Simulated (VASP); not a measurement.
# C (I4_1/amd) in VASP: notebook, part 2 of 2

VASP 6.6.1. The steps go on from the part before.

### 3 Single point, r2SCAN (strain +0.0750 x Voigt [1, 1, 0, 0, 0, 0])

Contents of POSCAR:

```
C
1.0
    0.0000000000      1.9171550000      1.7834000000
    1.9171550000      0.0000000000      1.7834000000
    1.9171550000      1.9171550000      0.0000000000
C
2
Direct
    0.5000000000      0.5000000000      0.5000000000
    0.7500000000      0.7500000000      0.7500000000
```

Contents of INCAR.step1:

```
PREC     = Accurate       # precision mode
ENCUT    = 520            # plane-wave cutoff, eV
ISMEAR   = 0              # smearing method
SIGMA    = 0.05           # smearing width, eV
LREAL    = False          # projectors in reciprocal space
LASPH    = True           # aspherical terms in the spheres
NELM     = 80             # most SCF steps
NBANDS   = 11             # bands
GGA      = PE             # functional
ALGO     = Normal         # electronic algorithm
EDIFF    = 1E-4           # SCF threshold, eV
LWAVE    = True           # write WAVECAR
LCHARG   = False          # write CHGCAR
```

Contents of INCAR.step2:

```
PREC     = Accurate       # precision mode
ENCUT    = 520            # plane-wave cutoff, eV
EDIFF    = 1E-7           # SCF threshold, eV
ISMEAR   = 0              # smearing method
SIGMA    = 0.05           # smearing width, eV
LREAL    = False          # projectors in reciprocal space
LASPH    = True           # aspherical terms in the spheres
NELM     = 80             # most SCF steps
ALGO     = Normal         # electronic algorithm
ISIF     = 2              # what is computed and relaxed
LWAVE    = False          # write WAVECAR
LCHARG   = True           # write CHGCAR
METAGGA  = R2SCAN         # meta-GGA
LMIXTAU  = True         
LELF     = True           # ELF
LVHAR    = True         
NBANDS   = 11             # bands
ISTART   = 1
```

Contents of KPOINTS:

```
regular mesh
0
Gamma
  12 12 12
```

Potentials or basis: VASP PAW PBE potentials, release 64 (C).

On the command line:

```bash
$ cat potpaw_PBE.64/C/POTCAR > POTCAR
$ cp INCAR.step1 INCAR
$ mpirun -np 1 vasp_std > vasp.out
$ cp INCAR.step2 INCAR
$ mpirun -np 1 vasp_std > vasp.out
```

OUTCAR:

```text
PREC = Accurate
   ENCUT = 520
   EDIFF = 1E-7
   ISMEAR = 0
   LREAL = False
   LASPH = True
   NELM = 80
   ISIF = 2
   METAGGA = R2SCAN
   ISTART = 1

 ion  position               nearest neighbor table
   1  0.500  0.500  0.500-   2 1.62   2 1.62   2 1.62   2 1.62
   2  0.750  0.750  0.750-   1 1.62   1 1.62   1 1.62   1 1.62

  LATTYP: Found a body centered tetragonal cell.
 ALAT       =     2.7112666022
 C/A-ratio  =     1.3155474999

  Lattice vectors:

 A1 = (   0.0000000000,  -1.9171550000,  -1.7834000000)
 A2 = (   0.0000000000,   1.9171550000,  -1.7834000000)
 A3 = (   1.9171550000,   0.0000000000,   1.7834000000)

Analysis of symmetry for initial positions (statically):
=====================================================================
 Subroutine PRICEL returns:
 Original cell was already a primitive cell.

 Routine SETGRP: Setting up the symmetry group for a
 body centered tetragonal supercell.

 Subroutine GETGRP returns: Found 16 space group operations
 (whereof  8 operations were pure point group operations)
 out of a pool of 16 trial point group operations.

The static configuration has the point symmetry D_2d.
 The point group associated with its full space group is D_4h.

[... 165 lines left out ...]
 fundamental gap:      2.3247452854
 Fermi energy:         8.7124153598

 k-point     1 :       0.0000    0.0000    0.0000
  band No.  band energies     occupation
      1     -13.0610      2.00000
      2       7.4104      2.00000
      3       7.4104      2.00000
      4       8.3635      2.00000
      5      12.6124      0.00000
      6      13.5121      0.00000
      7      13.5121      0.00000
      8      18.1622      0.00000
      9      26.2960      0.00000
     10      31.8763      0.00000
     11      33.8004      0.00000
[... 309 lines left out ...]
 k-point    24 :      -0.4167    0.1667    0.0000
  band No.  band energies     occupation
      1      -7.5188      2.00000
      2      -3.9203      2.00000
      3       3.1801      2.00000
      4       3.8131      2.00000
      5      13.8505      0.00000
      6      17.5004      0.00000
      7      18.3289      0.00000
      8      21.9588      0.00000
      9      26.4817      0.00000
     10      31.0267      0.00000
     11      31.3622      0.00000

 [... further k-points ...]
[... 5 lines left out ...]
  --------------------------------------------------------------------------------------
  -------------------------------------------------------------------------------------
  Total       -5.6206860     -5.6206860     -1.0747390      0.0000000     -0.0000000      0.0000000
  in kB     -686.9208465   -686.9208465   -131.3470694      0.0000000     -0.0000000      0.0000000
  external PRESSURE =    -501.7295875 kB  Pullay stress =       0.0000000 kB

 VOLUME and BASIS-vectors are now :
 -----------------------------------------------------------------------------
  energy-cutoff  :      520.00
  volume of cell :       13.11
      direct lattice vectors                 reciprocal lattice vectors
     0.000000000  1.917155000  1.783400000    -0.260803117  0.260803117  0.280363351
     1.917155000  0.000000000  1.783400000     0.260803117 -0.260803117  0.280363351
     1.917155000  1.917155000  0.000000000     0.260803117  0.260803117 -0.280363351

 POSITION                                       TOTAL-FORCE (eV/Angst)
 -----------------------------------------------------------------------------------
      1.91715      1.91715      1.78340        -0.000000     -0.000000     -0.000000
      2.87573      2.87573      2.67510         0.000000      0.000000      0.000000
 -----------------------------------------------------------------------------------
    total drift:                                0.000000     -0.000000      0.000000

  FREE ENERGIE OF THE ION-ELECTRON SYSTEM (eV)
  ---------------------------------------------------
  free  energy   TOTEN  =       -19.2290029333 eV

  energy  without entropy=      -19.2290029333  energy(sigma->0) =      -19.22900293
```

Wall time 2.2 min (1 thread of AMD EPYC 7R13, shared host); peak memory 0.1 GiB.

What came out:

```yaml
Free_energy: -19.2290 eV
Pressure: -50.2 GPa
Band_gap_on_the_k_mesh: 2.32 eV, indirect (least direct gap 4.25 eV)
```

Caveat: the cell differs from its parent crystal (strain +0.0750 x Voigt [1, 1, 0, 0, 0, 0]); the PAW data sets were made with another functional, which shifts forces and pressure a little. A k mesh can miss the band edges.

### 4 Single point, r2SCAN (strain +0.0875 x Voigt [1, 1, 0, 0, 0, 0])

Contents of POSCAR:

```
C
1.0
    0.0000000000      1.9394475000      1.7834000000
    1.9394475000      0.0000000000      1.7834000000
    1.9394475000      1.9394475000      0.0000000000
C
2
Direct
    0.5000000000      0.5000000000      0.5000000000
    0.7500000000      0.7500000000      0.7500000000
```

Contents of INCAR.step1:

```
  PREC = Accurate
  ENCUT = 520
  ISMEAR = 0
  SIGMA = 0.05
  LREAL = False
  LASPH = True
  NELM = 100
  NBANDS = 11
  GGA = PE
  ALGO = Normal
  EDIFF = 1E-4
  LWAVE = True
  LCHARG = False
```

Contents of INCAR.step2:

```
  PREC = Accurate
  ENCUT = 520
  EDIFF = 1E-6
  ISMEAR = 0
  SIGMA = 0.05
  LREAL = False
  LASPH = True
  NELM = 100
  ALGO = Normal
  ISIF = 2
  LWAVE = False
  LCHARG = False
  METAGGA = R2SCAN
  LMIXTAU = True
  NBANDS = 11
  ISTART = 1
```

Contents of KPOINTS:

```
Automatic mesh
0
Gamma
  12 12 12
```

On the command line:

```bash
$ cat potpaw_PBE.64/C/POTCAR > POTCAR
$ cp INCAR.step1 INCAR
$ mpirun -np 1 vasp_std > vasp.out
$ cp INCAR.step2 INCAR
$ mpirun -np 1 vasp_std > vasp.out
```

Run time: 2.3 min. Hardware: 1 thread of AMD EPYC 7R13, shared host; peak memory 0.1 GiB.

The run converged. Its results:

```
Free energy            : -19.0907 eV
Pressure               : -55.4 GPa
Band gap on the k mesh : 2.05 eV, indirect (least direct gap 4.03 eV)
```

Stress tensor (GPa, compression positive):
```
-76.01   0.00   0.00
  0.00 -76.01   0.00
  0.00   0.00 -14.21
```

Levels at points of the mesh, in eV from the valence-band top:
| k point | band 2 | band 3 | band 4 | band 5 | band 6 | band 7 |
| --- | --- | --- | --- | --- | --- | --- |
| (0.00, 0.00, 0.00) | -1.07 | -1.07 | 0.00 | 4.03 | 5.06 | 5.06 |
| (0.50, 0.00, 0.00) | -12.98 | -3.88 | -2.63 | 5.38 | 7.19 | 8.38 |
| (0.50, 0.50, 0.00) | -12.41 | -7.08 | -7.08 | 2.74 | 2.74 | 14.87 |
| (0.50, 0.00, 0.50) | -13.53 | -5.96 | -5.96 | 4.53 | 4.53 | 14.21 |

Caveat: the cell differs from its parent crystal (strain +0.0875 x Voigt [1, 1, 0, 0, 0, 0]); the PAW data sets were made with another functional, which shifts forces and pressure a little. A k mesh can miss the band edges.

### 5 Single point, r2SCAN (strain +0.1000 x Voigt [1, 1, 0, 0, 0, 0])

Contents of POSCAR:

```
C
1.0
    0.0000000000      1.9617400000      1.7834000000
    1.9617400000      0.0000000000      1.7834000000
    1.9617400000      1.9617400000      0.0000000000
C
2
Direct
    0.5000000000      0.5000000000      0.5000000000
    0.7500000000      0.7500000000      0.7500000000
```

Contents of INCAR.step1:

```
SYSTEM = C
PREC = Accurate ; ENCUT = 520
ISMEAR = 0 ; SIGMA = 0.05
LREAL = .FALSE. ; LASPH = .TRUE.
NELM = 100 ; NBANDS = 11
GGA = PE ; ALGO = Normal
EDIFF = 1E-4 ; LWAVE = .TRUE.
LCHARG = .FALSE.
```

Contents of INCAR.step2:

```
SYSTEM = C
PREC = Accurate ; ENCUT = 520
EDIFF = 1E-6 ; ISMEAR = 0
SIGMA = 0.05 ; LREAL = .FALSE.
LASPH = .TRUE. ; NELM = 100
ALGO = Normal ; ISIF = 2
LWAVE = .FALSE. ; LCHARG = .FALSE.
METAGGA = R2SCAN ; LMIXTAU = .TRUE.
NBANDS = 11 ; ISTART = 1
```

Contents of KPOINTS:

```
Automatic mesh
0
G
  12 12 12
  0 0 0
```

On the command line:

```bash
$ cat potpaw_PBE.64/C/POTCAR > POTCAR
$ cp INCAR.step1 INCAR
$ mpirun -np 1 vasp_std > vasp.out
$ cp INCAR.step2 INCAR
$ mpirun -np 1 vasp_std > vasp.out
```

It took 2.5 min on 1 thread of AMD EPYC 7R13, shared host; peak memory 0.11 GiB.

It converged, with:

```yaml
Free_energy: -18.9375 eV
Pressure: -60.0 GPa
Band_gap_on_the_k_mesh: 1.78 eV, indirect (least direct gap 3.83 eV)
```

Stress tensor (GPa, compression positive):
```
-82.44   0.00   0.00
  0.00 -82.44   0.00
  0.00   0.00 -15.11
```

Levels at points of the mesh, in eV from the valence-band top:
```
           k point  band 1  band 2  band 3  band 4  band 5  band 6  band 7  band 8
(0.00, 0.00, 0.00)  -21.01   -1.19   -1.19    0.00    3.83    4.98    4.98    8.61
(0.50, 0.00, 0.00)  -16.06  -12.83   -3.97   -2.59    4.95    6.99    8.26   13.96
(0.50, 0.50, 0.00)  -12.27  -12.27   -7.10   -7.10    2.48    2.48   14.50   14.50
(0.50, 0.00, 0.50)  -13.50  -13.50   -5.86   -5.86    4.48    4.48   13.73   13.73
```

Caveat: the cell differs from its parent crystal (strain +0.1000 x Voigt [1, 1, 0, 0, 0, 0]); the PAW data sets were made with another functional, which shifts forces and pressure a little. A k mesh can miss the band edges.

### 6 Summary

```csv
cell,gap on the mesh (eV),pressure (GPa)
"a = 2.586, b = 2.586, c = 2.648 Å, angles 59.2, 59.2, 61.6°, 2 atoms",2.93,-37.5
"a = 2.618, b = 2.618, c = 2.711 Å, angles 58.8, 58.8, 62.4°, 2 atoms",2.32,-50.2
"a = 2.635, b = 2.635, c = 2.743 Å, angles 58.6, 58.6, 62.7°, 2 atoms",2.05,-55.4
"a = 2.651, b = 2.651, c = 2.774 Å, angles 58.5, 58.5, 63.1°, 2 atoms",1.78,-60.0
```

Alike in all rows: task single point; level r2SCAN; potentials or basis VASP PAW PBE potentials, release 64 (C); no spin polarisation; k mesh 12 × 12 × 12; cutoff (eV) 520; smearing gaussian 0.05 eV.

Caveats: the PAW data sets were made with another functional, which shifts forces and pressure a little.

Absolute energies hang on the potentials; compare differences alone.
